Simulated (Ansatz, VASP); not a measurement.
**Ni: VASP beside Ansatz**

The input INCAR:

```
ALGO = Normal
EDIFF = 1E-6
ENCUT = 600
GGA = PE
GGA_COMPAT = F
ISIF = 2
ISMEAR = -1
ISPIN = 2
LASPH = T
LCHARG = T
LELF = T
LMAXMIX = 4
LORBIT = 11
LREAL = F
LVHAR = T
LWAVE = F
MAGMOM = 0.575
NBANDS = 15
NELM = 200
PREC = Accurate
SIGMA = 0.1
```

Contents of KPOINTS:

```
k-points
0
Gamma
  7 7 7
```

POSCAR

```
Ni
1.0
    2.3283263099      0.0000000000      0.0000000000
    0.0000000000      2.3283263099      0.0000000000
    0.0000000000      0.0000000000      2.3283263099
Ni
1
Direct
    0.0000000000      0.0000000000      0.0000000000
```

Input for Ansatz:

```yaml
crystal:
  lattice:
    - [2.3283263099, 0.0, 0.0]
    - [0.0, 2.3283263099, 0.0]
    - [0.0, 0.0, 2.3283263099]
  atoms:
    - { symbol: Ni, position: [0.0, 0.0, 0.0], spin: 0.575 }
hamiltonian:
  xc: pbe
  pseudopotentials:
    kind: paw
    azcp:
      Ni: "pseudopotentials/Ni.paw.azcp"
basis:
  ecutwfc: 420
  fft_grid_basis: typed
kpoints:
  mp_grid: { grid: [7, 7, 7], shift: [0, 0, 0] }
magnetization:
  spin_polarized: true
scf:
  occupations: { method: fermi_dirac, width: 0.1 }
```

Alike in both runs: task single point; functional PBE; k mesh 7 × 7 × 7; occupations fermi-dirac, width 0.1 eV; collinear spin.

|  | VASP | Ansatz |
| --- | --- | --- |
| version | VASP 6.6.1 | Ansatz 0.2.0 |
| potentials or method | VASP PAW PBE potentials, release 64 (Ni), cutoff 600 eV | plane waves (420 eV) with PAW, scalar-relativistic |
| valence electrons in the cell | 10 | 18 |

Ansatz gave:

| Property | Result |
| --- | --- |
| net moment per atom (μB) | 0.37 |
| size of the moment on the site where the two differ most (μB) | 0.37 |

Q: Which values does VASP return?

A: net moment per atom (μB): 0.32; size of the moment on the site where the two differ most (μB): 0.32.

Site moments also hang on the region over which each program counts them. The functional is the same, so the differences come from potentials, cutoffs and numerics. VASP's potentials hold 10 valence electrons a cell and Ansatz's 18, so a difference there can come from the potentials and not from the codes.

The k mesh is coarse, so the values compare programs but aren't converged.
